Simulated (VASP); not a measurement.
Write the native input for VASP 6.6.1 that does the following.

- Task: relaxation of cell and atoms
- Functional: LDA
- Potentials or basis: VASP PAW LDA potentials, release 64 (W_sv)
- Cutoff: 600 eV
- k mesh: 20 × 20 × 20
- Occupations: fermi-dirac, width 0.15 eV
- Spin: no spin polarisation
- Dipole correction: no
- Further INCAR settings: ALGO = Normal; EDIFF = 1e-06; IBRION = 2; EDIFFG = -0.001; NSW = 80; ISIF = 3

The structure of W lies in POSCAR:

```
W
1.0
    0.0000000000      1.9862702909      1.9862702909
    1.9862702909      0.0000000000      1.9862702909
    1.9862702909      1.9862702909      0.0000000000
W
1
Direct
    0.0000000000      0.0000000000      0.0000000000
```

One way to write it, as run:

INCAR

```
PREC = Accurate
ENCUT = 600
EDIFF = 1E-6
ISMEAR = -1
SIGMA = 0.15
LREAL = F
LASPH = T
NELM = 100
ALGO = Normal
ISIF = 3
LWAVE = F
LCHARG = F
GGA = CA
IBRION = 2
NSW = 80
EDIFFG = -0.001
```

KPOINTS

```
Automatic mesh
0
Gamma
  20 20 20
```

Potentials or basis: VASP PAW LDA potentials, release 64 (W_sv).

The run is started by

```sh
$ cat potpaw_LDA.64/W_sv/POTCAR > POTCAR
$ mpirun -np 1 vasp_std > vasp.out
```

It gave:

The relaxed volume is 15.79 Å³/atom. The relaxed cell is a = 2.816 Å, b = 2.816 Å, c = 2.816 Å, α = 60.00°, β = 60.00°, γ = 60.00°, the space group after relaxing (to 0.05 Å) is Fm-3m (No. 225) and the energy gained by relaxing is 0.8 meV/atom. The ionic steps are 4. The pressure after relaxing is 0.0 GPa and the band gap on the k mesh is zero (band 7 reaches 14.32 eV, above the bottom of band 8 at 10.27 eV).

Caveat: spin-orbit coupling is left out, which moves the levels of the heavy elements.

Run time: 59 s on 1 thread of AMD EPYC 9R45 96-Core Processor (Zen 5), with other jobs on the host, peak memory 0.15 GiB.
